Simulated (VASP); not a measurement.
# BaF2 (Frankdicksonite): single point with PBEsol

Crystal: BaF2 (Frankdicksonite).

```
Ba F
1.0
     0.00000    3.10005    3.10005
     3.10005    0.00000    3.10005
     3.10005    3.10005    0.00000
Ba F
1 2
Cartesian
  0.0000 0.0000 0.0000
  1.5500 1.5500 1.5500
  4.6501 4.6501 4.6501
```

```yaml
Program: VASP 6.6.1
Task: single point
Functional: PBEsol
Potentials_or_basis: VASP PAW PBE potentials, release 64 (Ba_sv, F)
Cutoff: 600 eV
k_mesh: 6 × 6 × 6
Occupations: fermi-dirac, width 0.0272 eV
Spin: no spin polarisation
Dipole_correction: no
Further_INCAR_settings: ALGO = Normal; EDIFF = 1e-06; NBANDS = 19
```

| Property | Result |
| --- | --- |
| Pressure | -0.7 GPa |
| Band gap on the k mesh | 6.64 eV, indirect (least direct gap 6.71 eV) |

Levels at points of the mesh, in eV from the valence-band top:
```tsv
k point	band 10	band 11	band 12	band 13	band 14	band 15
(0.00, 0.00, 0.00)	-0.07	-0.07	-0.07	6.64	9.12	9.12
(0.50, 0.00, 0.00)	-0.34	-0.16	-0.16	9.01	9.13	9.13
(0.50, 0.50, 0.00)	-0.32	-0.32	-0.12	7.19	8.91	10.65
```

Wall time 32 s on 1 thread of Intel Xeon 8259CL, with other jobs on the host, peak memory 0.21 GiB.

Caveat: the PAW data sets were made with another functional, which shifts forces and pressure a little; spin-orbit coupling is left out, which moves the levels of the heavy elements. A k mesh can miss the band edges.
